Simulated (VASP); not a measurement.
# Sn3C: single point with PBE

Crystal: Sn3C.

```xyz
4
Lattice="-2.8400 2.8400 2.8400 2.8400 -2.8400 2.8400 2.8400 2.8400 -2.8400" Properties=species:S:1:pos:R:3 pbc="T T T"
Sn    2.8400    0.0000    0.0000
Sn    0.0000    2.8400    0.0000
Sn    0.0000    0.0000    2.8400
C     0.0000    0.0000    0.0000
```

```json
{"Program": "VASP 6.6.1", "Task": "single point", "Functional": "PBE", "Potentials or basis": "VASP PAW PBE potentials, release 64 (Sn_d, C)", "Cutoff": "520 eV", "k mesh": "12 × 12 × 12", "Occupations": "gaussian, width 0.1 eV", "Spin": "no spin polarisation"}
```

```yaml
Pressure: -0.1 GPa
Band_gap_on_the_k_mesh: zero (band 23 reaches 7.90 eV, above the bottom of band 24 at 5.28 eV)
```

Levels at points of the mesh, in eV from the Fermi level:
| k point | band 21 | band 22 | band 23 | band 24 | band 25 | band 26 |
| --- | --- | --- | --- | --- | --- | --- |
| (0.00, 0.00, 0.00) | -2.40 | -2.40 | -1.92 | -1.92 | -1.92 | 3.74 |
| (0.50, 0.00, 0.00) | -2.45 | -0.12 | 0.58 | 0.82 | 0.86 | 2.68 |
| (0.50, 0.50, 0.50) | -4.85 | -0.54 | 0.06 | 0.06 | 0.06 | 5.90 |

Wall time 2.1 min on 1 thread of Intel(R) Xeon(R) 6975P-C (Granite Rapids), with other jobs on the host, peak memory 0.34 GiB.

Caveat: spin-orbit coupling is left out, which moves the levels of the heavy elements.
